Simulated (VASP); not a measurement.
Set up this calculation in VASP 6.6.1, as the native input.

```
Task                   : single point
Functional             : PBEsol
Potentials or basis    : VASP PAW PBE potentials, release 64 (Na_pv, F)
Cutoff                 : 520 eV
k mesh                 : 8 × 8 × 8
Occupations            : gaussian, width 0.05 eV
Spin                   : no spin polarisation
Dipole correction      : no
Further INCAR settings : ALGO = Normal; EDIFF = 1e-07; NBANDS = 14
```

The structure of NaF lies in POSCAR:

```
NaF
1.0
    0.0000000000      2.4394650000      2.2071350000
    2.4394650000      0.0000000000      2.2071350000
    2.4394650000      2.4394650000      0.0000000000
Na F
1 1
Direct
    0.0000000000      0.0000000000      0.0000000000
    0.5000000000      0.5000000000      0.5000000000
```

This cell differs from its parent crystal: strain +0.050 along x and y, -0.050 along z.

One way to write it, as run:

INCAR

```
SYSTEM = NaF
PREC = Accurate ; ENCUT = 520
EDIFF = 1E-7 ; ISMEAR = 0
SIGMA = 0.05 ; LREAL = .FALSE.
LASPH = .TRUE. ; NELM = 100
ALGO = Normal ; ISIF = 2
LWAVE = .FALSE. ; LCHARG = .FALSE.
GGA = PS ; NBANDS = 14
```

KPOINTS

```
regular mesh
0
G
  8 8 8
  0 0 0
```

Potentials or basis: VASP PAW PBE potentials, release 64 (Na_pv, F).

Launch:

```console
$ cat potpaw_PBE.64/Na_pv/POTCAR potpaw_PBE.64/F/POTCAR > POTCAR
$ mpirun -np 1 vasp_std > vasp.out
```

It gave:

```json
{
  "Pressure": "-1.4 GPa",
  "Band gap on the k mesh": "5.87 eV, direct"
}
```

Caveat: the cell differs from its parent crystal (strain +0.050 along x and y, -0.050 along z); the PAW data sets were made with another functional, which shifts forces and pressure a little.

Wall time 23 s on 1 thread of AMD EPYC 7R43 64-Core Processor (Zen 3), on a shared host, peak memory 0.11 GiB.
